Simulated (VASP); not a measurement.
# Si (Fd-3m) in VASP: settings compared, part 2 of 2

VASP 6.6.1. Earlier steps stand in the parts before.

### Step 7. Relaxation of cell and atoms, r2SCAN+D4

This run uses another cell than the first one, of 19.98 Å³/atom.

POSCAR reads:

```
Si
1.0
    0.0000000000      2.7135600000      2.7135600000
    2.7135600000      0.0000000000      2.7135600000
    2.7135600000      2.7135600000      0.0000000000
Si
2
Direct
    0.2500000000      0.2500000000      0.2500000000
    1.0000000000      1.0000000000      1.0000000000
```

INCAR.step1 reads:

```
ALGO     = Normal         # electronic algorithm
EDIFF    = 1E-5           # SCF threshold, eV
EDIFFG   = -0.005         # ionic threshold
ENCUT    = 550            # plane-wave cutoff, eV
GGA      = PE             # functional
GGA_COMPAT= F            
IBRION   = 2              # ionic algorithm
ISIF     = 3              # what is computed and relaxed
ISMEAR   = 0              # smearing method
LASPH    = T              # aspherical terms in the spheres
LCHARG   = F              # write CHGCAR
LREAL    = F              # projectors in reciprocal space
LWAVE    = T              # write WAVECAR
NELM     = 120            # most SCF steps
NELMIN   = 4            
NSW      = 100            # ionic steps
PREC     = Accurate       # precision mode
SIGMA    = 0.01           # smearing width, eV
```

INCAR.step2 reads:

```
ALGO     = Normal         # electronic algorithm
EDIFF    = 1E-7           # SCF threshold, eV
EDIFFG   = -0.005         # ionic threshold
ENCUT    = 550            # plane-wave cutoff, eV
GGA_COMPAT= F            
IBRION   = 2              # ionic algorithm
ISIF     = 3              # what is computed and relaxed
ISMEAR   = 0              # smearing method
ISTART   = 1            
IVDW     = 13             # dispersion correction
LASPH    = T              # aspherical terms in the spheres
LCHARG   = F              # write CHGCAR
LMIXTAU  = T            
LREAL    = F              # projectors in reciprocal space
LWAVE    = F              # write WAVECAR
METAGGA  = R2SCAN         # meta-GGA
NELM     = 120            # most SCF steps
NELMIN   = 4            
NSW      = 100            # ionic steps
PREC     = Accurate       # precision mode
SIGMA    = 0.01           # smearing width, eV
VDW_A1   = 0.51559235   
VDW_A2   = 5.77342911   
VDW_S6   = 1.0          
VDW_S8   = 0.6018749
```

KPOINTS reads:

```
k-points
0
Gamma
  6 6 6
```

Potentials or basis: VASP PAW PBE potentials, release 64 (Si).

Command:

```
> cat potpaw_PBE.64/Si/POTCAR > POTCAR
> cp INCAR.step1 INCAR
> mpirun -np 1 vasp_std > vasp.out
> cp INCAR.step2 INCAR
> mpirun -np 1 vasp_std > vasp.out
```

OUTCAR:

```text
EDIFF = 1E-7
   EDIFFG = -0.005
   ENCUT = 550
   IBRION = 2
   ISIF = 3
   ISMEAR = 0
   ISTART = 1
   IVDW = 13
   LASPH = T
   LREAL = F
   METAGGA = R2SCAN
   NELM = 120
   NELMIN = 4
   NSW = 100
   PREC = Accurate

 ion  position               nearest neighbor table
   1  0.250  0.250  0.250-   2 2.35   2 2.35   2 2.35   2 2.35
   2  0.000  0.000  0.000-   1 2.35   1 2.35   1 2.35   1 2.35

  LATTYP: Found a face centered cubic cell.
 ALAT       =     5.4271200000

  Lattice vectors:

 A1 = (   0.0000000000,   2.7135600000,   2.7135600000)
 A2 = (   2.7135600000,   0.0000000000,   2.7135600000)
 A3 = (   2.7135600000,   2.7135600000,   0.0000000000)

Analysis of symmetry for initial positions (statically):
=====================================================================
 Subroutine PRICEL returns:
 Original cell was already a primitive cell.

 Routine SETGRP: Setting up the symmetry group for a
 face centered cubic supercell.

 Subroutine GETGRP returns: Found 48 space group operations
 (whereof 24 operations were pure point group operations)
 out of a pool of 48 trial point group operations.

The static configuration has the point symmetry T_d .
 The point group associated with its full space group is O_h .

[... 129 lines left out ...]
   METAGGA = R2SCAN    functional components
   LHFCALC =     F    Hartree Fock is set to
   AEXX    =    0.0000 exact exchange contribution
   IVDW    =    13    specifies the selected vdW correction
   LEPSILON=     F    determine dielectric tensor
   LRPA    =     F    only Hartree local field effects (RPA)
 conjugate gradient relaxation of ions
 non-spin polarized calculation
 Gauss-broadening in eV      SIGMA  =   0.01
  energy-cutoff  :      550.00
  volume of cell :       39.96
 maximum number of plane-waves:      1211
 NGX is ok and might be reduce to    30
   NGX = 15   NGY = 15   NGZ = 15

--------------------------------------- Ionic step        1  -------------------------------------------

 number of electron       8.0000000 magnetization

 Free energy of the ion-electron system (eV)
  ---------------------------------------------------
  ext. energy  EPLUGINS =         0.00000000
  ---------------------------------------------------
  free energy    TOTEN  =       -17.52809824 eV

  energy without entropy =      -17.52809824  energy(sigma->0) =      -17.52809824

------------------------ aborting loop because EDIFF is reached ----------------------------------------

  DFT-D4 for vdW energy calculation

  Edisp (eV):   -0.23851
[... 71 lines left out ...]
--------------------------------------- Ionic step        3  -------------------------------------------

 number of electron       8.0000000 magnetization

 Free energy of the ion-electron system (eV)
  ---------------------------------------------------
  ext. energy  EPLUGINS =         0.00000000
  ---------------------------------------------------
  free energy    TOTEN  =       -17.52795002 eV

  energy without entropy =      -17.52795002  energy(sigma->0) =      -17.52795002

 E-fermi :   5.8345     XC(G=0):  -9.8622

 val. band max:        5.7719874603   @ k =   0.0000   0.0000   0.0000
 cond. band min:       6.6845817685   @ k =   0.5000   0.5000   0.0000
 fundamental gap:      0.9125943082
 Fermi energy:         5.8345439259

 k-point     1 :       0.0000    0.0000    0.0000
  band No.  band energies     occupation
      1      -6.7738      2.00000
      2       5.7720      2.00000
      3       5.7720      2.00000
      4       5.7720      2.00000
      5       8.5301      0.00000
      6       8.5301      0.00000
      7       8.5301      0.00000
      8       9.7964      0.00000
[... 196 lines left out ...]
  FREE ENERGIE OF THE ION-ELECTRON SYSTEM (eV)
  ---------------------------------------------------
  free  energy   TOTEN  =       -17.7666165391 eV

  energy  without entropy=      -17.7666165391  energy(sigma->0) =      -17.76661654

 reached required accuracy - stopping structural energy minimisation
```

OUTCAR.step1:

```text
EDIFF = 1E-5
   EDIFFG = -0.005
   ENCUT = 550
   GGA = PE
   IBRION = 2
   ISIF = 3
   ISMEAR = 0
   LASPH = T
   LREAL = F
   NELM = 120
   NELMIN = 4
   NSW = 100
[... 270 lines left out ...]
 fundamental gap:      0.7504545386
 Fermi energy:         5.7233264481

 k-point     1 :       0.0000    0.0000    0.0000
  band No.  band energies     occupation
      1      -6.1941      2.00000
      2       5.6180      2.00000
      3       5.6180      2.00000
      4       5.6180      2.00000
      5       8.1712      0.00000
      6       8.1712      0.00000
      7       8.1712      0.00000
      8       8.7461      0.00000
[... 192 lines left out ...]
  FREE ENERGIE OF THE ION-ELECTRON SYSTEM (eV)
  ---------------------------------------------------
  free  energy   TOTEN  =       -10.8263062373 eV

  energy  without entropy=      -10.8263062373  energy(sigma->0) =      -10.82630624

 reached required accuracy - stopping structural energy minimisation
```

OSZICAR.step1:

```text
N       E                     dE             d eps       ncg     rms          rms(c)
DAV:   1     0.738466002282E+01    0.73847E+01   -0.36244E+03   256   0.820E+02
DAV:   2    -0.107214249667E+02   -0.18106E+02   -0.17634E+02   392   0.847E+01
DAV:   3    -0.110040301084E+02   -0.28261E+00   -0.28261E+00   328   0.126E+01
DAV:   4    -0.110052440640E+02   -0.12140E-02   -0.12140E-02   384   0.950E-01
[... 14 lines left out ...]
       N       E                     dE             d eps       ncg     rms          rms(c)
DAV:   1    -0.108277574460E+02   -0.44086E-02   -0.57218E-02   296   0.138E+00    0.214E-01
DAV:   2    -0.108268003411E+02    0.95710E-03   -0.79763E-04   280   0.201E-01    0.130E-01
DAV:   3    -0.108263049653E+02    0.49538E-03   -0.10451E-03   304   0.166E-01    0.470E-02
DAV:   4    -0.108263062373E+02   -0.12720E-05   -0.10172E-05   224   0.292E-02
   3 F= -.10826306E+02 E0= -.10826306E+02  d E =-.640628E-02
```

Wall time 29 s (1 thread of Intel Xeon Platinum 8481C at 2.70GHz (Sapphire Rapids), shared host); peak memory 0.16 GiB.

Results:

```
Free energy                           : -17.7666 eV
Relaxed volume                        : 19.97 Å³/atom
Relaxed cell                          : a = 3.837 Å, b = 3.837 Å, c = 3.837 Å, α = 60.00°, β = 60.00°, γ = 60.00°
Space group after relaxing (to 0.1 Å) : Fd-3m (No. 227)
Energy gained by relaxing             : 0.0 meV/atom
Ionic steps                           : 3
Pressure after relaxing               : 0.0 GPa
Band gap on the k mesh                : 0.91 eV (least direct gap 2.76 eV)
Dispersion energy per atom            : -0.119 eV
```

Final structure:
```
CELL_PARAMETERS angstrom
0.00000 2.71288 2.71288
2.71288 0.00000 2.71288
2.71288 2.71288 0.00000
ATOMIC_POSITIONS crystal
Si 0.25000 0.25000 0.25000
Si 0.00000 0.00000 0.00000
```

Levels at points of the mesh, in eV from the valence-band top:
```csv
k point,band 2,band 3,band 4,band 5,band 6,band 7
"(0.00, 0.00, 0.00)",0.00,0.00,0.00,2.76,2.76,2.76
"(0.50, 0.00, 0.00)",-7.28,-1.28,-1.28,1.90,3.58,3.58
"(0.50, 0.50, 0.00)",-8.17,-3.02,-3.02,0.91,0.91,10.91
```

Caveat: the PAW data sets were made with another functional, which shifts forces and pressure a little.

### Step 8. Summary

| task | level | cell | cutoff (eV) | gap on the mesh (eV) | pressure (GPa) | relaxed volume (Å³/atom) |
| --- | --- | --- | --- | --- | --- | --- |
| single point | revPBE+D3(BJ) | a = 3.815 Å, angles 60.0°, 2 atoms | 500 | 0.71 | -0.2 | - |
| single point | RPBE | a = 3.891 Å, angles 60.0°, 2 atoms | 500 | 0.84 | -0.2 | - |
| single point | r2SCAN+D4 | a = 3.839 Å, angles 60.0°, 2 atoms | 550 | 0.92 | -0.2 | - |
| relaxation of cell and atoms | revPBE+D3(BJ) | relaxed from a = 3.838 Å, angles 60.0°, 2 atoms | 500 | 0.70 | 0.0 | 19.59 |
| relaxation of cell and atoms | RPBE | relaxed from a = 3.838 Å, angles 60.0°, 2 atoms | 500 | 0.84 | 0.0 | 20.78 |
| relaxation of cell and atoms | r2SCAN+D4 | relaxed from a = 3.838 Å, angles 60.0°, 2 atoms | 550 | 0.91 | 0.0 | 19.97 |

Alike in all rows: potentials or basis VASP PAW PBE potentials, release 64 (Si); no spin polarisation; k mesh 6 × 6 × 6; smearing gaussian 0.01 eV.

Caveats: the PAW data sets were made with another functional, which shifts forces and pressure a little.

Absolute energies hang on the potentials; compare differences alone.
